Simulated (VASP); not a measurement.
Set up this calculation in VASP 6.6.1, as the native input.

```yaml
Task: single point
Functional: LDA
Potentials_or_basis: VASP PAW LDA potentials, release 64 (Li_sv, F)
Cutoff: 520 eV
k_mesh: 9 × 9 × 6
Occupations: gaussian, width 0.05 eV
Spin: no spin polarisation
Dipole_correction: no
Further_INCAR_settings: ALGO = Normal; EDIFF = 1e-07; NBANDS = 18
```

The structure of LiF lies in POSCAR:

```
LiF
1.0
    3.1068539148      0.0000000000      0.0000000000
   -1.5534269574      2.6906144160      0.0000000000
    0.0000000000      0.0000000000      4.9515443071
Li F
2 2
Direct
    0.3333333333      0.6666666667      0.3811542600
    0.6666666667      0.3333333333      0.8811542600
    0.3333333333      0.6666666667      0.9938437400
    0.6666666667      0.3333333333      0.4938437400
```

This cell differs from its parent crystal: strain +0.015 along x and y, +0.030 along z.

The input as run:

INCAR

```
SYSTEM = LiF
PREC     = Accurate       ! precision mode
ENCUT    = 520            ! plane-wave cutoff, eV
EDIFF    = 1E-7           ! SCF threshold, eV
ISMEAR   = 0              ! smearing method
SIGMA    = 0.05           ! smearing width, eV
LREAL    = .False.        ! projectors in reciprocal space
LASPH    = .True.         ! aspherical terms in the spheres
NELM     = 80             ! most SCF steps
ALGO     = Normal         ! electronic algorithm
ISIF     = 2              ! what is computed and relaxed
LWAVE    = .False.        ! write WAVECAR
LCHARG   = .False.        ! write CHGCAR
NBANDS   = 18             ! bands
```

KPOINTS

```
Automatic mesh
0
Gamma
  9 9 6
  0 0 0
```

Potentials or basis: VASP PAW LDA potentials, release 64 (Li_sv, F).

Command:

```bash
$ cat potpaw_LDA.64/Li_sv/POTCAR potpaw_LDA.64/F/POTCAR > POTCAR
$ mpirun -np 1 vasp_std > vasp.out
```

It gave:

The largest force is 0.050 eV/Å. The band gap on the k mesh is 7.29 eV, direct.

Caveat: the cell differs from its parent crystal (strain +0.015 along x and y, +0.030 along z).

It took 42 s on 1 thread of Intel(R) Xeon(R) Platinum 8259CL CPU @ 2.50GHz (Skylake/Cascade Lake), on a shared host, peak memory 0.15 GiB.
